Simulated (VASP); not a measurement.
# Ti9H in VASP: single point with PBE

Aim: the single point of Ti9H with PBE.

All numbers are computed with VASP 6.6.1; they aren't measurements. Logs are shortened: lines on timing, memory, paths and dates and some standing lists are left out, and cuts for length are marked.

## Step 1: The cell of the first run

The cell holds a slab with vacuum, 10 atoms: a = 4.579 Å, b = 5.384 Å, c = 20.801 Å, α = 90.00°, β = 90.00°, γ = 115.17°.

## Step 2: Single point, PBE

The input, INCAR:

```
SYSTEM = Ti9H
PREC = Accurate
ENCUT = 520
EDIFF = 1E-7
ISMEAR = 0
SIGMA = 0.1
LREAL = .False.
LASPH = .True.
NELM = 60
ALGO = Normal
ISIF = 2
LWAVE = .False.
LCHARG = .False.
LDIPOL = .True.
IDIPOL = 3
DIPOL = 0.5 0.5 0.341
GGA = PE
NBANDS = 66
```

The input, KPOINTS:

```
regular mesh
0
Gamma
  7 6 1
  0 0 0
```

The input, POSCAR:

```
Ti9H
1.0
    4.5793473381      0.0000000000      0.0000000000
   -2.2896736690      4.8731803173      0.0000000000
    0.0000000000      0.0000000000     20.8008028311
Ti H
9 1
Direct
    0.5259511637      0.0519023274      0.1923002700
    0.8311413964      0.6622827928      0.2107665519
    0.1363316291      0.2726632583      0.2292328340
    0.3570925601      0.7141851202      0.3030979621
    0.6640847992      0.3281368264      0.3193552711
    0.9697449144      0.9393324533      0.3378269322
    0.1905287611      0.3816414126      0.4115069858
    0.5011079414      0.0025593214      0.4254608482
    0.8026484359      0.6055378280      0.4471367238
    0.8026484359      0.6055378280      0.5318159384
```

Potentials or basis: VASP PAW PBE potentials, release 64 (Ti_sv, H).

The run is started by

```
$ cat potpaw_PBE.64/Ti_sv/POTCAR potpaw_PBE.64/H/POTCAR > POTCAR
$ mpirun -np 1 vasp_std > vasp.out
```

OUTCAR:

```text
SYSTEM = Ti9H
   PREC = Accurate
   ENCUT = 520
   EDIFF = 1E-7
   ISMEAR = 0
   LREAL = .False.
   LASPH = .True.
   NELM = 60
   ISIF = 2
   GGA = PE

 ion  position               nearest neighbor table
   1  0.526  0.052  0.192-   3 2.64   3 2.64   4 2.83
   2  0.831  0.662  0.211-   5 2.78
   3  0.136  0.273  0.229-   1 2.64   1 2.64   4 2.64   6 2.78
   4  0.357  0.714  0.303-   6 2.64   6 2.64   3 2.64   7 2.78   1 2.83   8 2.91
   5  0.664  0.328  0.319-   8 2.72   2 2.78
   6  0.970  0.939  0.338-   4 2.64   4 2.64   7 2.64   3 2.78   9 2.80
   7  0.191  0.382  0.412-   9 2.64   9 2.64   6 2.64   4 2.78
   8  0.501  0.003  0.425-   5 2.72   4 2.91
   9  0.803  0.606  0.447-  10 1.76   7 2.64   7 2.64   6 2.80
  10  0.803  0.606  0.532-   9 1.76

  LATTYP: Found a base centered orthorhombic cell.
 ALAT       =     4.5793473381
 B/A-ratio  =     2.1283296319
 C/A-ratio  =     4.5423072974

  Lattice vectors:

 A1 = (   2.2896736690,  -4.8731803173,   0.0000000000)
 A2 = (   2.2896736691,   4.8731803173,   0.0000000000)
 A3 = (   0.0000000000,   0.0000000000,  20.8008028311)

Analysis of symmetry for initial positions (statically):
=====================================================================
 Subroutine PRICEL returns:
 Original cell was already a primitive cell.

 Routine SETGRP: Setting up the symmetry group for a
 base centered orthorhombic supercell.

 Subroutine GETGRP returns: Found  1 space group operations
 (whereof  1 operations were pure point group operations)
 out of a pool of  8 trial point group operations.

The static configuration has the point symmetry C_1 .

Analysis of symmetry for dynamics (positions and initial velocities):
=====================================================================
 Subroutine PRICEL returns:
 Original cell was already a primitive cell.

 Routine SETGRP: Setting up the symmetry group for a
 base centered orthorhombic supercell.

 Subroutine GETGRP returns: Found  1 space group operations
 (whereof  1 operations were pure point group operations)
 out of a pool of  8 trial point group operations.

The dynamic configuration has the point symmetry C_1 .

 Subroutine INISYM returns: Found  1 space group operations
 (whereof  1 operations are pure point group operations),
 and found     1 'primitive' translations

----------------------------------------------------------------------------------------

[... 143 lines left out ...]
   EFERMI_NEDOS =   21; number of points for ismear=-14 and -15
   IALGO  =     38    algorithm
   IMIX   =      4    mixing-type and parameters
     AMIX     =   0.40;   BMIX     =  1.00
     AMIX_MAG =   1.60;   BMIX_MAG =  1.00
  volume/ion in A,a.u.               =      46.42       313.25
  Fermi-wavevector in a.u.,A,eV,Ry     =   1.009993  1.908610 13.879105  1.020085
  Thomas-Fermi vector in A             =   2.142955
   LORBIT       =      0    0 simple, 1 ext, 2 COOP (PROOUT), +10 PAW based schemes
   GGA     = PE    functional components
   LHFCALC =     F    Hartree Fock is set to
   AEXX    =    0.0000 exact exchange contribution
   IVDW    =     0    specifies the selected vdW correction
   LEPSILON=     F    determine dielectric tensor
   LRPA    =     F    only Hartree local field effects (RPA)
 non-spin polarized calculation
 Gauss-broadening in eV      SIGMA  =   0.10
  energy-cutoff  :      520.00
  volume of cell :      464.19
 maximum number of plane-waves:     12546
 NGX is ok and might be reduce to    36
   NGX = 17   NGY = 19   NGZ = 77

 dipolmoment           0.000000      0.000000     -0.640864 electrons x Angstroem

 number of electron     109.0000005 magnetization

 dipolmoment           0.000000      0.000000      0.199685 electrons x Angstroem

 Free energy of the ion-electron system (eV)
  ---------------------------------------------------
  ext. energy  EPLUGINS =         0.00000000
  ---------------------------------------------------
  free energy    TOTEN  =       -68.08711994 eV

  energy without entropy =      -68.00547021  energy(sigma->0) =      -68.04629507

 E-fermi :  -0.2555     XC(G=0):  -4.9161

 val. band max:       -0.2683406974   @ k =   0.4286   0.1667   0.0000
 cond. band min:      -0.2542822229   @ k =  -0.1429   0.3333   0.0000
 fundamental gap:      0.0140584744
 Fermi energy:        -0.2554827216

 k-point     1 :       0.0000    0.0000    0.0000
  band No.  band energies     occupation
      1     -57.2143      2.00000
      2     -57.1721      2.00000
      3     -57.1247      2.00000
      4     -56.9723      2.00000
      5     -56.9110      2.00000
      6     -56.8622      2.00000
[... 1507 lines left out ...]
     65       0.7704      0.00000
     66       1.0102      0.00000

------------------------ aborting loop because EDIFF is reached ----------------------------------------

 vacuum level on the upper side and lower side of the slab       (xc-potential included)         0.723        -0.904

  FORCE on cell =-STRESS in cart. coord.  units (eV):
  Direction    XX          YY          ZZ          XY          YZ          ZX
  --------------------------------------------------------------------------------------
  -------------------------------------------------------------------------------------
  Total       -4.4978828     -4.7940697     -1.0431615      0.0076138      0.0316975      0.0039285
  in kB      -15.5246762    -16.5469809     -3.6005262      0.0262793      0.1094057      0.0135593
  external PRESSURE =     -11.8907278 kB  Pullay stress =       0.0000000 kB

 VOLUME and BASIS-vectors are now :
 -----------------------------------------------------------------------------
  energy-cutoff  :      520.00
  volume of cell :      464.19
      direct lattice vectors                 reciprocal lattice vectors
     4.579347338  0.000000000  0.000000000     0.218371730  0.102602401  0.000000000
    -2.289673669  4.873180317  0.000000000     0.000000000  0.205204802  0.000000000
     0.000000000  0.000000000 20.800802831     0.000000000  0.000000000  0.048075067

 POSITION                                       TOTAL-FORCE (eV/Angst)
 -----------------------------------------------------------------------------------
      2.28967      0.25293      4.00000        -0.004546      0.032565      0.077252
      2.28967      3.22742      4.38411        -0.000383     -0.296081      0.454788
     -0.00000      1.32874      4.76823         0.005918      0.080264     -0.210317
      0.00000      3.48035      6.30468        -0.001732      0.118065     -0.148046
      2.28975      1.59907      6.64285        -0.000766      0.003267     -0.127348
      2.29003      4.57754      7.02707        -0.000002      0.207419      0.066177
     -0.00134      1.85981      8.55968         0.001534     -0.085088     -0.128493
      2.28889      0.01247      8.84993         0.000061     -0.275776      0.033351
      2.28912      2.95090      9.30080        -0.000060      0.352439     -0.014303
      2.28912      2.95090     11.06220        -0.000025     -0.137074     -0.003060
 -----------------------------------------------------------------------------------
    total drift:                                0.000043     -0.000129      0.000311

  FREE ENERGIE OF THE ION-ELECTRON SYSTEM (eV)
  ---------------------------------------------------
  free  energy   TOTEN  =       -68.0871199373 eV

  energy  without entropy=      -68.0054702104  energy(sigma->0) =      -68.04629507

 vacuum level on the upper side and lower side of the slab         5.300         3.644
```

stdout:

```text
POSCAR found type information on POSCAR TiH
 POSCAR found :  2 types and      10 ions
 scaLAPACK will be used
 LDA part: xc-table for (Slater+PW92), standard interpolation
 -----------------------------------------------------------------------------
|                                                                             |
|           W    W    AA    RRRRR   N    N  II  N    N   GGGG   !!!           |
|           W    W   A  A   R    R  NN   N  II  NN   N  G    G  !!!           |
|           W    W  A    A  R    R  N N  N  II  N N  N  G       !!!           |
|           W WW W  AAAAAA  RRRRR   N  N N  II  N  N N  G  GGG   !            |
|           WW  WW  A    A  R   R   N   NN  II  N   NN  G    G                |
|           W    W  A    A  R    R  N    N  II  N    N   GGGG   !!!           |
|                                                                             |
|     Your reciprocal lattice and k-lattice belong to different lattice       |
|     classes:                                                                |
|                                                                             |
|        The reciprocal lattice is base centered orthorhombic,                |
|        whereas your k-lattice is simple monoclinic.                         |
|                                                                             |
|     Results are often still useful ...                                      |
|                                                                             |
 -----------------------------------------------------------------------------

 POSCAR, INCAR and KPOINTS ok, starting setup
 FFT: planning ... GRIDC
 FFT: planning ... GRID_SOFT
 FFT: planning ... GRID
 WAVECAR not read
 entering main loop
```

Run time: 34 min. Hardware: 1 thread of Intel Xeon Platinum 8488C (Sapphire Rapids), shared host; peak memory 0.77 GiB.

What came out:

```yaml
Free_energy: -68.0871 eV
Largest_force: 0.543 eV/Å
Band_gap_on_the_k_mesh: zero (an odd number of electrons rules out a gap without spin polarisation)
```

Forces on the atoms (eV/Å):
```
Ti  -0.005  0.033  0.077
Ti   0.000 -0.296  0.455
Ti   0.006  0.080 -0.210
Ti  -0.002  0.118 -0.148
Ti  -0.001  0.003 -0.127
Ti   0.000  0.207  0.066
Ti   0.002 -0.085 -0.128
Ti   0.000 -0.276  0.033
Ti   0.000  0.352 -0.014
H    0.000 -0.137 -0.003
```
